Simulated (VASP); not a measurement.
# GaAs (dlda) (F-43m) in VASP: vibrations by perturbation theory with LDA

Aim: the vibrations by perturbation theory of GaAs (dlda) with LDA.

Everything below comes from runs of VASP 6.6.1. Logs are shortened: lines on timing, memory, paths and dates and some standing lists are left out, and cuts for length are marked.

## Step 1: The cell of the first run

Symmetry: F-43m, No. 216, cubic system. Conventional cell: a = 5.603 Å, b = 5.603 Å, c = 5.603 Å, α = 90.00°, β = 90.00°, γ = 90.00°. Within 3.2 Å of Ga (site symmetry -43m) lie 4 As at 2.43 Å. Within 3.2 Å of As (site symmetry -43m) lie 4 Ga at 2.43 Å.

## Step 2: Vibrations by perturbation theory, LDA

INCAR

```
SYSTEM = GaAs
PREC = Accurate ; ENCUT = 520
EDIFF = 1E-8 ; ISMEAR = 0
SIGMA = 0.01 ; LREAL = .FALSE.
LASPH = .TRUE. ; NELM = 80
ALGO = Normal ; ISIF = 2
LWAVE = .FALSE. ; LCHARG = .FALSE.
NBANDS = 16 ; IBRION = 8
NSW = 1 ; LEPSILON = .TRUE.
```

KPOINTS

```
Automatic mesh
0
G
  12 12 12
  0 0 0
```

POSCAR

```
GaAs
1.0
    0.0000000000      2.8015691422      2.8015691422
    2.8015691422      0.0000000000      2.8015691422
    2.8015691422      2.8015691422      0.0000000000
Ga As
1 1
Direct
    0.0000000000      0.0000000000      0.0000000000
    0.7500000000      0.7500000000      0.7500000000
```

Potentials or basis: VASP PAW LDA potentials, release 64 (Ga_d, As).

Started as:

```sh
$ cat potpaw_LDA.64/Ga_d/POTCAR potpaw_LDA.64/As/POTCAR > POTCAR
$ mpirun -np 1 vasp_std > vasp.out
```

OUTCAR:

```text
SYSTEM = GaAs
   PREC = Accurate
   ENCUT = 520
   EDIFF = 1E-8
   ISMEAR = 0
   LREAL = .FALSE.
   LASPH = .TRUE.
   NELM = 80
   ISIF = 2
   IBRION = 8
   NSW = 1
   LEPSILON = .TRUE.

 ion  position               nearest neighbor table
   1  0.000  0.000  0.000-   2 2.43   2 2.43   2 2.43   2 2.43
   2  0.750  0.750  0.750-   1 2.43   1 2.43   1 2.43   1 2.43

  LATTYP: Found a face centered cubic cell.
 ALAT       =     5.6031382844

  Lattice vectors:

 A1 = (   0.0000000000,   2.8015691422,   2.8015691422)
 A2 = (   2.8015691422,   0.0000000000,   2.8015691422)
 A3 = (   2.8015691422,   2.8015691422,   0.0000000000)

Analysis of symmetry for initial positions (statically):
=====================================================================
 Subroutine PRICEL returns:
 Original cell was already a primitive cell.

 Routine SETGRP: Setting up the symmetry group for a
 face centered cubic supercell.

 Subroutine GETGRP returns: Found 24 space group operations
 (whereof 24 operations were pure point group operations)
 out of a pool of 48 trial point group operations.

The static configuration has the point symmetry T_d .

Analysis of symmetry for dynamics (positions and initial velocities):
=====================================================================
 Subroutine PRICEL returns:
 Original cell was already a primitive cell.

 Routine SETGRP: Setting up the symmetry group for a
 face centered cubic supercell.

 Subroutine GETGRP returns: Found 24 space group operations
 (whereof 24 operations were pure point group operations)
 out of a pool of 48 trial point group operations.

The dynamic configuration has the point symmetry T_d .

 Subroutine INISYM returns: Found 24 space group operations
 (whereof 24 operations are pure point group operations),
 and found     1 'primitive' translations

----------------------------------------------------------------------------------------

                                     Primitive cell

  volume of cell :      43.9779

  direct lattice vectors                    reciprocal lattice vectors
     0.000000000  2.801569142  2.801569142    -0.178471412  0.178471412  0.178471412
     2.801569142  0.000000000  2.801569142     0.178471412 -0.178471412  0.178471412
     2.801569142  2.801569142  0.000000000     0.178471412  0.178471412 -0.178471412

  length of vectors
     3.962017077  3.962017077  3.962017077     0.309121553  0.309121553  0.309121553

  position of ions in fractional coordinates (direct lattice)
     0.000000000  0.000000000  0.000000000
     0.750000000  0.750000000  0.750000000

  ion indices of the primitive-cell ions
   primitive index   ion index
                 1           1
                 2           2

----------------------------------------------------------------------------------------

 KPOINTS: Automatic mesh

Automatic generation of k-mesh.
 Grid dimensions read from file:
 generate k-points for:   12   12   12

 Generating k-lattice:

  Cartesian coordinates                     Fractional coordinates (reciprocal lattice)
    -0.014872618  0.014872618  0.014872618     0.083333333  0.000000000  0.000000000
[... 605 lines left out ...]
  ---------------------------------------------------
  ---------------------------------------------------
  free energy    TOTEN  =        -2.11370860 eV

  energy without entropy =       -2.11370860

------------------------ aborting loop because EDIFF is reached ----------------------------------------

--------------------------------------- Ionic step        2  -------------------------------------------

------------------------ aborting loop because EDIFF is reached ----------------------------------------

--------------------------------------- Ionic step        3  -------------------------------------------

------------------------ aborting loop because EDIFF is reached ----------------------------------------

 PIEZOELECTRIC TENSOR FIELD DIRECTION 3  (e Angst)
 -----------------------------------------------------------------------------
    -0.00037  2.26461  0.00000           (  0.00000  0.01679  0.00000)
     2.26461 -0.00037  0.00000           (  0.01679  0.00000  0.00000)
     0.00000  0.00000 -0.00147           (  0.00000  0.00000  0.00000)

 PIEZOELECTRIC TENSOR FIELD DIRECTION 3  (C/m^2)
 -----------------------------------------------------------------------------
    -0.00014  0.82503  0.00000
     0.82503 -0.00014  0.00000
     0.00000  0.00000 -0.00054

--------------------------------------- Ionic step        4  -------------------------------------------

------------------------ aborting loop because EDIFF is reached ----------------------------------------

[... ionic steps 5 to 6 ...]

--------------------------------------- Ionic step        7  -------------------------------------------

 Free energy of the ion-electron system (eV)
  ---------------------------------------------------
  ---------------------------------------------------
  free energy    TOTEN  =        -0.04452865 eV

  energy without entropy =       -0.04452865

------------------------ aborting loop because EDIFF is reached ----------------------------------------

 INTERNAL STRAIN TENSOR  FOR ION    2  DIRECTION 1   (eV/Angst):
 -----------------------------------------------------------------------------
    -0.00548  0.00000  0.00000
     0.00000  0.00408  7.45729
     0.00000  7.45729  0.00408

 MACROSCOPIC STATIC DIELECTRIC TENSOR (including local field effects in DFT)
 ------------------------------------------------------
          17.632229    -0.000000    -0.000000
           0.000000    17.632229    -0.000000
           0.000000     0.000000    17.632229
 ------------------------------------------------------

 PIEZOELECTRIC TENSOR (including local field effects)  for field in x, y, z        (e  Angst)
          XX          YY          ZZ          XY          YZ          ZX
  --------------------------------------------------------------------------------
  x     0.00000    -0.00000    -0.00000     0.00000     2.27030     0.00000
  y     0.00000     0.00000     0.00000     0.00000     0.00000     2.27030
  z    -0.00000     0.00000     0.00000     2.27030     0.00000     0.00000

 PIEZOELECTRIC TENSOR (including local field effects)  for field in x, y, z        (C/m^2)
          XX          YY          ZZ          XY          YZ          ZX
  --------------------------------------------------------------------------------
  x     0.00000    -0.00000    -0.00000     0.00000     0.82710     0.00000
  y     0.00000     0.00000     0.00000     0.00000     0.00000     0.82710
  z    -0.00000     0.00000     0.00000     0.82710     0.00000     0.00000

 BORN EFFECTIVE CHARGES (including local field effects) (in |e|, cummulative output)
 ---------------------------------------------------------------------------------
 ion    1
    1     2.07859     0.00000    -0.00000
    2     0.00000     2.07859     0.00000
    3     0.00000    -0.00000     2.07859
 ion    2
    1    -2.07859    -0.00000     0.00000
    2     0.00000    -2.07859    -0.00000
    3    -0.00000     0.00000    -2.07859

 INTERNAL STRAIN TENSOR FOR ION    2 for displacements in x,y,z  (eV/Angst):
          X           Y           Z          XY          YZ          ZX
  --------------------------------------------------------------------------------
  x     0.00000     0.00000     0.00000     0.00000     7.45729     0.00000
  y     0.00000     0.00000     0.00000     0.00000     0.00000     7.45729
  z     0.00000     0.00000     0.00000     7.45729     0.00000     0.00000

 SECOND DERIVATIVES (NOT SYMMETRIZED)
 ------------------------------------
               1X          1Y          1Z          2X          2Y          2Z
  1X    -9.774538    0.000000    0.000000    9.774538    0.000000    0.000000
  1Y     0.000000   -9.774538    0.000000    0.000000    9.774538    0.000000
  1Z     0.000000    0.000000   -9.774538    0.000000    0.000000    9.774538
  2X     9.718623    0.000000    0.000000   -9.718623    0.000000    0.000000
  2Y     0.000000    9.718623    0.000000    0.000000   -9.718623    0.000000
  2Z     0.000000    0.000000    9.718623    0.000000    0.000000   -9.718623

 Eigenvectors and eigenvalues of the dynamical matrix
 ----------------------------------------------------

   1 f  =    8.121920 THz    51.031526 2PiTHz  270.918077 cm-1    33.589545 meV
             X         Y         Z           dx          dy          dz
      0.000000  0.000000  0.000000    -0.720697   -0.000000   -0.000000
      4.202354  4.202354  4.202354     0.693251    0.000000   -0.000000
[... 21 lines left out ...]
   6 f/i=    0.011640 THz     0.073136 2PiTHz    0.388266 cm-1     0.048139 meV
             X         Y         Z           dx          dy          dz
      0.000000  0.000000  0.000000     0.079890    0.116208   -0.678756
      4.202354  4.202354  4.202354     0.083053    0.120809   -0.705628

--------------------------------------------------------------------------------------------------------

 MACROSCOPIC STATIC DIELECTRIC TENSOR IONIC CONTRIBUTION
 ------------------------------------------------------
           1.823963    -0.000000     0.000000
          -0.000000     1.823963     0.000000
           0.000000     0.000000     1.823963
 ------------------------------------------------------

 ELASTIC MODULI CONTR FROM IONIC RELAXATION (kBar)
 Direction    XX          YY          ZZ          XY          YZ          ZX
 --------------------------------------------------------------------------------
 XX          -0.0000     -0.0000     -0.0000     -0.0000      0.0000     -0.0000
 YY          -0.0000     -0.0000     -0.0000     -0.0000     -0.0000      0.0000
 ZZ          -0.0000     -0.0000     -0.0000      0.0000     -0.0000     -0.0000
 XY          -0.0000     -0.0000      0.0000   -206.0677     -0.0000     -0.0000
 YZ           0.0000     -0.0000     -0.0000     -0.0000   -206.0677      0.0000
 ZX          -0.0000      0.0000     -0.0000     -0.0000      0.0000   -206.0677
 --------------------------------------------------------------------------------

 PIEZOELECTRIC TENSOR IONIC CONTR  for field in x, y, z        (C/m^2)
          XX          YY          ZZ          XY          YZ          ZX
  --------------------------------------------------------------------------------
  x     0.00000    -0.00000    -0.00000    -0.00000    -0.57688     0.00000
  y    -0.00000     0.00000    -0.00000    -0.00000     0.00000    -0.57688
  z    -0.00000    -0.00000     0.00000    -0.57688    -0.00000    -0.00000
```

It took 14 min on 1 thread of Intel Xeon 6975P-C (Granite Rapids), shared host; peak memory 0.55 GiB.

Results:

* Electronic dielectric tensor (diagonal): 17.63
* Born charges (mean of the diagonal): Ga +2.08; As -2.08 e
* Highest phonon frequency at Γ, LO-TO splitting left out: 271 cm⁻¹

Phonon frequencies in cm⁻¹ (negative: imaginary):
```
              q point        frequencies
(0.000, 0.000, 0.000)  0 0 0 271 271 271
```

Electronic dielectric tensor:
```
17.63  0.00  0.00
 0.00 17.63  0.00
 0.00  0.00 17.63
```

Born effective charge tensors (e):
atom 1, Ga
```
2.08 0.00 0.00
0.00 2.08 0.00
0.00 0.00 2.08
```
atom 2, As
```
-2.08  0.00  0.00
 0.00 -2.08  0.00
 0.00  0.00 -2.08
```
